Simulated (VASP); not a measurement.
Write the native input for VASP 6.6.1 that does the following.

```
Task                   : single point
Functional             : RPBE
Potentials or basis    : VASP PAW PBE potentials, release 64 (K_sv)
Cutoff                 : 520 eV
k mesh                 : 8 × 8 × 8
Occupations            : fermi-dirac, width 0.1 eV
Spin                   : no spin polarisation
Dipole correction      : no
Further INCAR settings : ALGO = Normal; EDIFF = 1e-06; NBANDS = 10
```

The structure of K lies in POSCAR:

```
K
1.0
    4.3623220233      0.0000000000      0.0000000000
    0.0000000000      4.3623220233      0.0000000000
    0.0000000000      0.0000000000      4.3623220233
K
1
Direct
    0.0000000000      0.0000000000      0.0000000000
```

This isn't the form of K at room conditions, which is bcc.

The input as run:

INCAR

```
PREC     = Accurate       # precision mode
ENCUT    = 520            # plane-wave cutoff, eV
EDIFF    = 1E-6           # SCF threshold, eV
ISMEAR   = -1             # smearing method
SIGMA    = 0.1            # smearing width, eV
LREAL    = F              # projectors in reciprocal space
LASPH    = T              # aspherical terms in the spheres
NELM     = 80             # most SCF steps
ALGO     = Normal         # electronic algorithm
ISIF     = 2              # what is computed and relaxed
LWAVE    = F              # write WAVECAR
LCHARG   = T              # write CHGCAR
GGA      = RP             # functional
LELF     = T              # ELF
LVHAR    = T            
NBANDS   = 10             # bands
```

KPOINTS

```
regular mesh
0
Gamma
  8 8 8
```

Potentials or basis: VASP PAW PBE potentials, release 64 (K_sv).

Command:

```sh
$ cat potpaw_PBE.64/K_sv/POTCAR > POTCAR
$ mpirun -np 1 vasp_std > vasp.out
```

It gave:

| Quantity | Value |
| --- | --- |
| Pressure | 0.1 GPa |
| Band gap on the k mesh | zero (an odd number of electrons rules out a gap without spin polarisation) |

Caveat: the PAW data sets were made with another functional, which shifts forces and pressure a little.

It took 8.7 s on 1 thread of Intel(R) Xeon(R) 6975P-C (Granite Rapids) (shared host), peak memory 0.17 GiB.
